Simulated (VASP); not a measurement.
A run of VASP 6.6.1 is set up as follows.

File POSCAR:

```
PtSe
1.0
    3.7345764352     -0.0000000029      0.0000000000
   -1.8672882151      3.2342380668      0.0000000000
    0.0000000000      0.0000000000      3.0930163091
Pt Se
1 1
Direct
    0.0000000000      0.0000000000      0.0000000000
    0.6666666667      0.3333333333      0.5000000000
```

Contents of INCAR.step1:

```
PREC = Accurate ; ENCUT = 400
EDIFF = 1E-5 ; ISMEAR = -1
SIGMA = 0.05 ; LREAL = F
LASPH = T ; NELM = 120
ALGO = Normal ; ISIF = 2
LWAVE = T ; LCHARG = F
NBANDS = 15 ; GGA = PE
GGA_COMPAT = F
```

The input INCAR.step2:

```
PREC = Accurate ; ENCUT = 400
EDIFF = 1E-6 ; ISMEAR = -1
SIGMA = 0.05 ; LREAL = F
LASPH = T ; NELM = 120
ALGO = Normal ; ISIF = 2
LWAVE = F ; LCHARG = F
GGA = PE ; LHFCALC = T
AEXX = 0.25 ; HFSCREEN = 0.3
PRECFOCK = Normal ; NBANDS = 15
ISTART = 1 ; GGA_COMPAT = F
```

KPOINTS

```
Automatic mesh
0
Gamma
  4 4 4
```

Potentials or basis: VASP PAW PBE potentials, release 64 (Pt, Se).

Launch:

```bash
$ cat potpaw_PBE.64/Pt/POTCAR potpaw_PBE.64/Se/POTCAR > POTCAR
$ cp INCAR.step1 INCAR
$ mpirun -np 1 vasp_std > vasp.out
$ cp INCAR.step2 INCAR
$ mpirun -np 1 vasp_std > vasp.out
```

(1) What does it give for the pressure?

(2) Estimate the band gap on the k mesh.

## Answers

(1) -0.1 GPa.

(2) zero (bands 8 and 9 overlap by 0.95 eV).

Caveat: the k points lie up to 0.51 Å⁻¹ apart, too coarse for converged energies and pressures of a metal; the PAW data sets were made with another functional, which shifts forces and pressure a little; spin-orbit coupling is left out, which moves the levels of the heavy elements.
